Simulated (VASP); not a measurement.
# GePt (Pnma) in VASP: single point with PBE

Aim: the single point of GePt with PBE.

All numbers are computed with VASP 6.6.1; they aren't measurements. Logs are shortened: lines on timing, memory, paths and dates and some standing lists are left out, and cuts for length are marked.

### Step 1. The cell of the first run

It takes space group Pnma (No. 62, orthorhombic). The conventional cell has a = 5.818 Å, b = 3.752 Å, c = 6.185 Å, α = 90.00°, β = 90.00°, γ = 90.00°. Within 3.3 Å of Ge (site symmetry m) lie 6 Pt at 2.51 to 2.70 Å and 2 Ge at 3.07 Å. Pt (site symmetry m) has 6 Ge at 2.51 to 2.70 Å and 4 Pt at 2.99 to 3.03 Å within 3.3 Å.

### Step 2. Single point, PBE

File INCAR:

```
  PREC = Accurate
  ENCUT = 520
  EDIFF = 1E-6
  ISMEAR = 0
  SIGMA = 0.1
  LREAL = False
  LASPH = True
  NELM = 60
  ALGO = Normal
  ISIF = 2
  LWAVE = False
  LCHARG = False
  GGA = PE
  NBANDS = 58
```

File KPOINTS:

```
Automatic mesh
0
Gamma
  6 8 6
```

File POSCAR:

```
GePt
1.0
    5.8183254764      0.0000000000      0.0000000000
    0.0000000000      3.7524800291      0.0000000000
    0.0000000000      0.0000000000      6.1848357397
Ge Pt
4 4
Direct
    0.1867383114      0.2500000000      0.5881159930
    0.3132616886      0.7500000000      0.0881159930
    0.8132616886      0.7500000000      0.4118840070
    0.6867383114      0.2500000000      0.9118840070
    0.4977117295      0.2500000000      0.3073071302
    0.0022882705      0.7500000000      0.8073071302
    0.5022882705      0.7500000000      0.6926928698
    0.9977117295      0.2500000000      0.1926928698
```

Potentials or basis: VASP PAW PBE potentials, release 64 (Ge_d, Pt).

Command:

```console
$ cat potpaw_PBE.64/Ge_d/POTCAR potpaw_PBE.64/Pt/POTCAR > POTCAR
$ mpirun -np 1 vasp_std > vasp.out
```

OUTCAR:

```text
PREC = Accurate
   ENCUT = 520
   EDIFF = 1E-6
   ISMEAR = 0
   LREAL = False
   LASPH = True
   NELM = 60
   ISIF = 2
   GGA = PE

 ion  position               nearest neighbor table
   1  0.187  0.250  0.588-   5 2.51   6 2.55   6 2.55   8 2.68   7 2.70   7 2.70
   2  0.313  0.750  0.088-   6 2.51   5 2.55   5 2.55   7 2.68   8 2.70   8 2.70
   3  0.813  0.750  0.412-   7 2.51   8 2.55   8 2.55   6 2.68   5 2.70   5 2.70
   4  0.687  0.250  0.912-   8 2.51   7 2.55   7 2.55   5 2.68   6 2.70   6 2.70
   5  0.498  0.250  0.307-   1 2.51   2 2.55   2 2.55   4 2.68   3 2.70   3 2.70   8 2.99   8 2.99
                             7 3.03   7 3.03
   6  0.002  0.750  0.807-   2 2.51   1 2.55   1 2.55   3 2.68   4 2.70   4 2.70   7 2.99   7 2.99
                             8 3.03   8 3.03
   7  0.502  0.750  0.693-   3 2.51   4 2.55   4 2.55   2 2.68   1 2.70   1 2.70   6 2.99   6 2.99
                             5 3.03   5 3.03
   8  0.998  0.250  0.193-   4 2.51   3 2.55   3 2.55   1 2.68   2 2.70   2 2.70   5 2.99   5 2.99
                             6 3.03   6 3.03

  LATTYP: Found a simple orthorhombic cell.
 ALAT       =     3.7524800291
 B/A-ratio  =     1.5505280325
 C/A-ratio  =     1.6481995085

  Lattice vectors:

 A1 = (   0.0000000000,  -3.7524800291,   0.0000000000)
 A2 = (   5.8183254764,   0.0000000000,   0.0000000000)
 A3 = (   0.0000000000,   0.0000000000,   6.1848357397)

Analysis of symmetry for initial positions (statically):
=====================================================================
 Subroutine PRICEL returns:
 Original cell was already a primitive cell.

 Routine SETGRP: Setting up the symmetry group for a
 simple orthorhombic supercell.

 Subroutine GETGRP returns: Found  8 space group operations
 (whereof  2 operations were pure point group operations)
 out of a pool of  8 trial point group operations.

The static configuration has the point symmetry S_2 .
 The point group associated with its full space group is D_2h.

Analysis of symmetry for dynamics (positions and initial velocities):
=====================================================================
 Subroutine PRICEL returns:
 Original cell was already a primitive cell.

 Routine SETGRP: Setting up the symmetry group for a
 simple orthorhombic supercell.

 Subroutine GETGRP returns: Found  8 space group operations
 (whereof  2 operations were pure point group operations)
 out of a pool of  8 trial point group operations.

The dynamic configuration has the point symmetry S_2 .
 The point group associated with its full space group is D_2h.

 Subroutine INISYM returns: Found  8 space group operations
 (whereof  2 operations are pure point group operations),
 and found     1 'primitive' translations

----------------------------------------------------------------------------------------

                                     Primitive cell

  volume of cell :     135.0344

  direct lattice vectors                    reciprocal lattice vectors
     5.818325476  0.000000000  0.000000000     0.171870756  0.000000000  0.000000000
     0.000000000  3.752480029  0.000000000     0.000000000  0.266490426  0.000000000
     0.000000000  0.000000000  6.184835740     0.000000000  0.000000000  0.161685781

  length of vectors
     5.818325476  3.752480029  6.184835740     0.171870756  0.266490426  0.161685781

  position of ions in fractional coordinates (direct lattice)
     0.186738311  0.250000000  0.588115993
     0.313261689  0.750000000  0.088115993
     0.813261689  0.750000000  0.411884007
     0.686738311  0.250000000  0.911884007
     0.497711729  0.250000000  0.307307130
     0.002288271  0.750000000  0.807307130
     0.502288271  0.750000000  0.692692870
     0.997711729  0.250000000  0.192692870

  ion indices of the primitive-cell ions
   primitive index   ion index
                 1           1
                 2           2
                 3           3
                 4           4
                 5           5
                 6           6
                 7           7
                 8           8

----------------------------------------------------------------------------------------

 KPOINTS: Automatic mesh

Automatic generation of k-mesh.
 Grid dimensions read from file:
 generate k-points for:    6    8    6

 Generating k-lattice:

  Cartesian coordinates                     Fractional coordinates (reciprocal lattice)
     0.028645126  0.000000000  0.000000000     0.166666667  0.000000000  0.000000000
     0.000000000  0.033311303  0.000000000     0.000000000  0.125000000  0.000000000
     0.000000000  0.000000000  0.026947630     0.000000000  0.000000000  0.166666667

  Length of vectors
     0.028645126  0.033311303  0.026947630

  Shift w.r.t. Gamma in fractional coordinates (k-lattice)
     0.000000000  0.000000000  0.000000000

 Subroutine IBZKPT returns following result:
 ===========================================

 Found     80 irreducible k-points:

 Following reciprocal coordinates:
            Coordinates               Weight
  0.000000  0.000000  0.000000      1.000000
  0.166667  0.000000  0.000000      2.000000
  0.333333  0.000000  0.000000      2.000000
  0.500000  0.000000  0.000000      1.000000
  0.000000  0.125000  0.000000      2.000000
  0.166667  0.125000  0.000000      4.000000
[... 16 lines left out ...]
  0.333333  0.000000  0.166667      4.000000
  0.500000  0.000000  0.166667      2.000000
 [... further k-points ...]
   k-points           NKPTS =     80   k-points in BZ     NKDIM =     80   number of bands    NBANDS=     58
   number of dos      NEDOS =    301   number of ions     NIONS =      8
   total plane-waves  NPLWV =  64512
   dimension x,y,z NGX =    48 NGY =   28 NGZ =   48
   dimension x,y,z NGXF=    96 NGYF=   56 NGZF=   96
   ions per type =               4   4
   NGX,Y,Z   is equivalent  to a cutoff of  13.71, 12.40, 12.90 a.u.
   NGXF,Y,Z  is equivalent  to a cutoff of  27.43, 24.81, 25.80 a.u.
 SYSTEM =  unknown system
   PREC   = accura    normal or accurate (medium, high low for compatibility)
   ISTART =      0    job   : 0-new  1-cont  2-samecut
   ICHARG =      2    charge: 1-file 2-atom 10-const
   ISPIN  =      1    spin polarized calculation?
   LNONCOLLINEAR =      F non collinear calculations
   LSORBIT =      F    spin-orbit coupling
   LASPH  =      T    aspherical Exc in radial PAW
   ENCUT  =  520.0 eV  38.22 Ry    6.18 a.u.  10.82  6.98 11.50*2*pi/ulx,y,z
   NELM   =     60;   NELMIN=  2; NELMDL= -5     # of ELM steps
   EDIFF  = 0.1E-05   stopping-criterion for ELM
   LREAL  =      F    real-space projection
   EDIFFG = 0.1E-04   stopping-criterion for IOM
   NSW    =      0    number of steps for IOM
   IBRION =     -1    ionic relax: 0-MD 1-quasi-New 2-CG
   NFREE  =      0    steps in history (QN), initial steepest desc. (CG)
   ISIF   =      2    stress and relaxation
   ISYM   =      2    0-nonsym 1-usesym 2-fastsym
   POTIM  = 0.5000    time-step for ionic-motion
   TEBEG  =    0.0;   TEEND  =   0.0 temperature during run
   PSTRESS=    0.0 pullay stress
   NELECT =      96.0000    total number of electrons
   NUPDOWN=      -1.0000    fix difference up-down
   EMIN   =  10.00;   EMAX   =-10.00  energy-range for DOS
   EFERMI =   0.00;   METHOD = LEGACY
   ISMEAR =     0;   SIGMA  =   0.10  broadening in eV -4-tet -1-fermi 0-gaus
   EFERMI_NEDOS =   21; number of points for ismear=-14 and -15
   IALGO  =     38    algorithm
   IMIX   =      4    mixing-type and parameters
     AMIX     =   0.40;   BMIX     =  1.00
     AMIX_MAG =   1.60;   BMIX_MAG =  1.00
  volume/ion in A,a.u.               =      16.88       113.91
  Fermi-wavevector in a.u.,A,eV,Ry     =   1.461113  2.761103 29.046402  2.134850
  Thomas-Fermi vector in A             =   2.577483
   LORBIT       =      0    0 simple, 1 ext, 2 COOP (PROOUT), +10 PAW based schemes
   GGA     = PE    functional components
   LHFCALC =     F    Hartree Fock is set to
   AEXX    =    0.0000 exact exchange contribution
   IVDW    =     0    specifies the selected vdW correction
   LEPSILON=     F    determine dielectric tensor
   LRPA    =     F    only Hartree local field effects (RPA)
 non-spin polarized calculation
 Gauss-broadening in eV      SIGMA  =   0.10
  energy-cutoff  :      520.00
  volume of cell :      135.03
 maximum number of plane-waves:      3676
 NGX is ok and might be reduce to    48
   NGX = 21   NGY = 13   NGZ = 23

 number of electron      95.9999954 magnetization

 Free energy of the ion-electron system (eV)
  ---------------------------------------------------
  ext. energy  EPLUGINS =         0.00000000
  ---------------------------------------------------
  free energy    TOTEN  =       -46.17545130 eV

  energy without entropy =      -46.16151512  energy(sigma->0) =      -46.16848321

 E-fermi :   9.0689     XC(G=0): -12.2124

 val. band max:        9.0683305680   @ k =   0.5000   0.0000   0.0000
 cond. band min:       9.0757330660   @ k =   0.1667   0.5000   0.1667
 fundamental gap:      0.0074024980
 Fermi energy:         9.0688644367

 k-point     1 :       0.0000    0.0000    0.0000
  band No.  band energies     occupation
      1     -16.0247      2.00000
      2     -16.0183      2.00000
      3     -16.0175      2.00000
      4     -16.0148      2.00000
      5     -16.0053      2.00000
      6     -15.9949      2.00000
[... 50 lines left out ...]
     57      14.1134      0.00000
     58      14.5323      0.00000

 k-point     2 :       0.1667    0.0000    0.0000
  band No.  band energies     occupation
      1     -16.0241      2.00000
      2     -16.0178      2.00000
      3     -16.0177      2.00000
      4     -16.0147      2.00000
      5     -16.0049      2.00000
      6     -15.9957      2.00000
[... 50 lines left out ...]
     57      14.3819      0.00000
     58      14.6688      0.00000
[... 1279 lines left out ...]
     57      13.9134      0.00000
     58      14.3994      0.00000

 k-point    24 :       0.5000    0.0000    0.1667
  band No.  band energies     occupation
      1     -16.0206      2.00000
      2     -16.0206      2.00000
      3     -16.0155      2.00000
      4     -16.0155      2.00000
      5     -16.0010      2.00000
      6     -16.0010      2.00000
[... 50 lines left out ...]
     57      13.4989      0.00000
     58      13.4989      0.00000

 [... further k-points ...]

------------------------ aborting loop because EDIFF is reached ----------------------------------------

  FORCE on cell =-STRESS in cart. coord.  units (eV):
  Direction    XX          YY          ZZ          XY          YZ          ZX
  --------------------------------------------------------------------------------------
  -------------------------------------------------------------------------------------
  Total       -0.0121228     -0.0162607     -0.0118546      0.0000000      0.0000000      0.0000000
  in kB       -0.1438368     -0.1929329     -0.1406537      0.0000000      0.0000000      0.0000000
  external PRESSURE =      -0.1591412 kB  Pullay stress =       0.0000000 kB

 VOLUME and BASIS-vectors are now :
 -----------------------------------------------------------------------------
  energy-cutoff  :      520.00
  volume of cell :      135.03
      direct lattice vectors                 reciprocal lattice vectors
     5.818325476  0.000000000  0.000000000     0.171870756  0.000000000  0.000000000
     0.000000000  3.752480029  0.000000000     0.000000000  0.266490426  0.000000000
     0.000000000  0.000000000  6.184835740     0.000000000  0.000000000  0.161685781

 POSITION                                       TOTAL-FORCE (eV/Angst)
 -----------------------------------------------------------------------------------
      1.08650      0.93812      3.63740        -0.004158      0.000000      0.003817
      1.82266      2.81436      0.54498         0.004158      0.000000      0.003817
      4.73182      2.81436      2.54743         0.004158     -0.000000     -0.003817
      3.99567      0.93812      5.63985        -0.004158     -0.000000     -0.003817
      2.89585      0.93812      1.90064        -0.003764     -0.000000      0.001099
      0.01331      2.81436      4.99306         0.003764     -0.000000      0.001099
      2.92248      2.81436      4.28419         0.003764     -0.000000     -0.001099
      5.80501      0.93812      1.19177        -0.003764     -0.000000     -0.001099
 -----------------------------------------------------------------------------------
    total drift:                               -0.000000     -0.000000      0.000000

  FREE ENERGIE OF THE ION-ELECTRON SYSTEM (eV)
  ---------------------------------------------------
  free  energy   TOTEN  =       -46.1754513016 eV

  energy  without entropy=      -46.1615151239  energy(sigma->0) =      -46.16848321
```

Run time: 13 min. Hardware: 1 thread of Oxide Virtual Turin-like, shared host; peak memory 0.53 GiB.

What came out:

```
Free energy            : -46.1755 eV
Pressure               : 0.0 GPa
Largest force          : 0.006 eV/Å
Band gap on the k mesh : zero (band 48 reaches 9.99 eV, above the bottom of band 49 at 8.54 eV)
```

Forces on the atoms (eV/Å):
```
Ge  -0.004  0.000  0.004
Ge   0.004  0.000  0.004
Ge   0.004  0.000 -0.004
Ge  -0.004  0.000 -0.004
Pt  -0.004  0.000  0.001
Pt   0.004  0.000  0.001
Pt   0.004  0.000 -0.001
Pt  -0.004  0.000 -0.001
```

Caveat: spin-orbit coupling is left out, which moves the levels of the heavy elements.
